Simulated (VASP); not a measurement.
# Os (P6_3/mmc) in VASP: a series of runs, part 2 of 2

VASP 6.6.1.

**4. Single point, PBE (10.85 Å³/atom)**

This run uses another cell than the first one, of 10.85 Å³/atom.

Contents of INCAR:

```
SYSTEM = Os
ALGO = Normal
EDIFF = 1E-6
ENCUT = 520
GGA = PE
ISIF = 2
ISMEAR = -1
LASPH = .True.
LCHARG = .False.
LREAL = .False.
LWAVE = .False.
NBANDS = 15
NELM = 80
PREC = Accurate
SIGMA = 0.08
```

Contents of KPOINTS:

```
k-points
0
Gamma
  18 18 10
  0 0 0
```

Contents of POSCAR:

```
Os
1.0
    2.5034327403      0.0000000000      0.0000000000
   -1.2517163702      2.1680363497      0.0000000000
    0.0000000000      0.0000000000      3.9990592224
Os
2
Direct
    0.3333333333      0.6666666667      0.2500000000
    0.6666666667      0.3333333333      0.7500000000
```

Potentials or basis: VASP PAW PBE potentials, release 64 (Os).

Launch:

```bash
cat potpaw_PBE.64/Os/POTCAR > POTCAR
mpirun -np 1 vasp_std > vasp.out
```

OUTCAR:

```text
SYSTEM = Os
   EDIFF = 1E-6
   ENCUT = 520
   GGA = PE
   ISIF = 2
   ISMEAR = -1
   LASPH = .True.
   LREAL = .False.
   NELM = 80
   PREC = Accurate

 ion  position               nearest neighbor table
   1  0.333  0.667  0.250-   2 2.47   2 2.47   2 2.47   2 2.47   2 2.47   2 2.47
   2  0.667  0.333  0.750-   1 2.47   1 2.47   1 2.47   1 2.47   1 2.47   1 2.47

  LATTYP: Found a hexagonal cell.
 ALAT       =     2.5034327403
 C/A-ratio  =     1.5974302637

  Lattice vectors:

 A1 = (   2.5034327403,   0.0000000000,   0.0000000000)
 A2 = (  -1.2517163702,   2.1680363497,   0.0000000000)
 A3 = (   0.0000000000,   0.0000000000,   3.9990592224)

Analysis of symmetry for initial positions (statically):
=====================================================================
 Subroutine PRICEL returns:
 Original cell was already a primitive cell.

 Routine SETGRP: Setting up the symmetry group for a
 hexagonal supercell.

 Subroutine GETGRP returns: Found 24 space group operations
 (whereof 12 operations were pure point group operations)
 out of a pool of 24 trial point group operations.

The static configuration has the point symmetry D_3d.
 The point group associated with its full space group is D_6h.

Analysis of symmetry for dynamics (positions and initial velocities):
=====================================================================
 Subroutine PRICEL returns:
 Original cell was already a primitive cell.

 Routine SETGRP: Setting up the symmetry group for a
 hexagonal supercell.

 Subroutine GETGRP returns: Found 24 space group operations
 (whereof 12 operations were pure point group operations)
 out of a pool of 24 trial point group operations.

The dynamic configuration has the point symmetry D_3d.
 The point group associated with its full space group is D_6h.

 Subroutine INISYM returns: Found 24 space group operations
 (whereof 12 operations are pure point group operations),
 and found     1 'primitive' translations

----------------------------------------------------------------------------------------
[... 118 lines left out ...]
   GGA     = PE    functional components
   LHFCALC =     F    Hartree Fock is set to
   AEXX    =    0.0000 exact exchange contribution
   IVDW    =     0    specifies the selected vdW correction
   LEPSILON=     F    determine dielectric tensor
   LRPA    =     F    only Hartree local field effects (RPA)
 non-spin polarized calculation
  energy-cutoff  :      520.00
  volume of cell :       21.71
 maximum number of plane-waves:       597
 NGX is ok and might be reduce to    20
   NGX =  9   NGY =  9   NGZ = 15

 number of electron      15.9999999 magnetization

 Free energy of the ion-electron system (eV)
  ---------------------------------------------------
  ext. energy  EPLUGINS =         0.00000000
  ---------------------------------------------------
  free energy    TOTEN  =       -18.97609772 eV

  energy without entropy =      -18.95573257  energy(sigma->0) =      -18.96591514

 E-fermi :  13.8335     XC(G=0): -15.5607

 val. band max:       13.8276974834   @ k =   0.2778   0.1667   0.0000
 cond. band min:      13.8373906519   @ k =   0.4444   0.0556   0.5000
 fundamental gap:      0.0096931685
 Fermi energy:        13.8334766152

 k-point     1 :       0.0000    0.0000    0.0000
  band No.  band energies     occupation
      1       0.4919      2.00000
      2       3.2405      2.00000
      3       9.3486      2.00000
      4       9.3486      2.00000
      5       9.5658      2.00000
      6      10.5823      2.00000
      7      10.5823      2.00000
      8      11.7078      2.00000
      9      11.7078      2.00000
     10      14.0447      0.13317
     11      16.2411      0.00000
     12      16.2411      0.00000
     13      26.0065      0.00000
     14      27.5360      0.00000
[... 401 lines left out ...]
      2       4.7226      2.00000
      3       5.0471      2.00000
      4       8.6734      2.00000
      5       9.5423      2.00000
      6      10.1907      2.00000
      7      11.1111      2.00000
      8      16.1864      0.00000
      9      16.9096      0.00000
     10      17.5178      0.00000
     11      19.7639      0.00000
     12      23.6602      0.00000
     13      25.8794      0.00000
     14      26.5652      0.00000
     15      28.6645      0.00000

 [... further k-points ...]
[... 5 lines left out ...]
  --------------------------------------------------------------------------------------
  -------------------------------------------------------------------------------------
  Total       29.1092456     29.1092456     29.0505595     -0.0000000     -0.0000000      0.0000000
  in kB     2148.7268433   2148.7268432   2144.3948738     -0.0000000     -0.0000000      0.0000000
  external PRESSURE =    2147.2828534 kB  Pullay stress =       0.0000000 kB

 VOLUME and BASIS-vectors are now :
 -----------------------------------------------------------------------------
  energy-cutoff  :      520.00
  volume of cell :       21.71
      direct lattice vectors                 reciprocal lattice vectors
     2.503432740  0.000000000  0.000000000     0.399451515  0.230623440  0.000000000
    -1.251716370  2.168036350  0.000000000     0.000000000  0.461246879  0.000000000
     0.000000000  0.000000000  3.999059222     0.000000000  0.000000000  0.250058812

 POSITION                                       TOTAL-FORCE (eV/Angst)
 -----------------------------------------------------------------------------------
     -0.00000      1.44536      0.99976         0.000000     -0.000000      0.000000
      1.25172      0.72268      2.99929        -0.000000      0.000000      0.000000
 -----------------------------------------------------------------------------------
    total drift:                               -0.000000      0.000000     -0.000000

  FREE ENERGIE OF THE ION-ELECTRON SYSTEM (eV)
  ---------------------------------------------------
  free  energy   TOTEN  =       -18.9760977177 eV

  energy  without entropy=      -18.9557325717  energy(sigma->0) =      -18.96591514
```

stdout:

```text
POSCAR found type information on POSCAR Os
 POSCAR found :  1 types and       2 ions
 scaLAPACK will be used
 LDA part: xc-table for (Slater+PW92), standard interpolation
 POSCAR, INCAR and KPOINTS ok, starting setup
 FFT: planning ... GRIDC
 FFT: planning ... GRID_SOFT
 FFT: planning ... GRID
 WAVECAR not read
 entering main loop
```

Run time: 36 s. Hardware: 1 thread of Intel Xeon Platinum 8488C (Sapphire Rapids), shared host; peak memory 0.18 GiB.

What came out:

```yaml
Free_energy: -18.9761 eV
Pressure: 214.7 GPa
Band_gap_on_the_k_mesh: zero (bands 8 and 9 overlap by 5.97 eV)
```

Stress tensor (GPa, compression positive):
```
214.87   0.00   0.00
  0.00 214.87   0.00
  0.00   0.00 214.44
```

Caveat: the cell stands under pressure; spin-orbit coupling is left out, which moves the levels of the heavy elements.

**5. Single point, PBE (10.85 Å³/atom)**

This run uses another cell than the first one, of 10.85 Å³/atom.

Contents of INCAR:

```
PREC = Accurate ; ENCUT = 520
EDIFF = 1E-6 ; ISMEAR = -1
SIGMA = 0.08 ; LREAL = False
LASPH = True ; NELM = 100
ALGO = Normal ; ISIF = 2
LWAVE = False ; LCHARG = True
GGA = PE ; LELF = True
LVHAR = True ; NBANDS = 15
```

Contents of KPOINTS:

```
regular mesh
0
Gamma
  18 18 10
```

POSCAR is that of step 4.

Launch:

```bash
cat potpaw_PBE.64/Os/POTCAR > POTCAR
mpirun -np 1 vasp_std > vasp.out
```

It took 35 s on 1 thread of Intel Xeon Platinum 8488C (Sapphire Rapids), shared host; peak memory 0.18 GiB.

Results (log left out):

* Free energy: -18.9761 eV
* Pressure: 214.7 GPa
* Band gap on the k mesh: zero (bands 8 and 9 overlap by 5.97 eV)

Stress tensor (GPa, compression positive):
```
214.87   0.00   0.00
  0.00 214.87   0.00
  0.00   0.00 214.44
```

Levels at points of the mesh, in eV from the Fermi level:
```csv
k point,band 5,band 6,band 7,band 8,band 9,band 10,band 11,band 12
"(0.00, 0.00, 0.00)",-4.27,-3.25,-3.25,-2.13,-2.13,0.21,2.41,2.41
"(0.50, 0.00, 0.00)",-3.59,-3.38,-2.65,3.26,4.08,4.09,6.56,8.07
"(0.00, 0.00, 0.50)",-4.69,-4.69,-4.69,-4.69,1.38,1.38,1.38,1.38
"(0.50, 0.00, 0.50)",-1.72,-1.72,0.04,0.04,3.74,3.74,4.78,4.78
```

Caveat: the cell stands under pressure; spin-orbit coupling is left out, which moves the levels of the heavy elements.
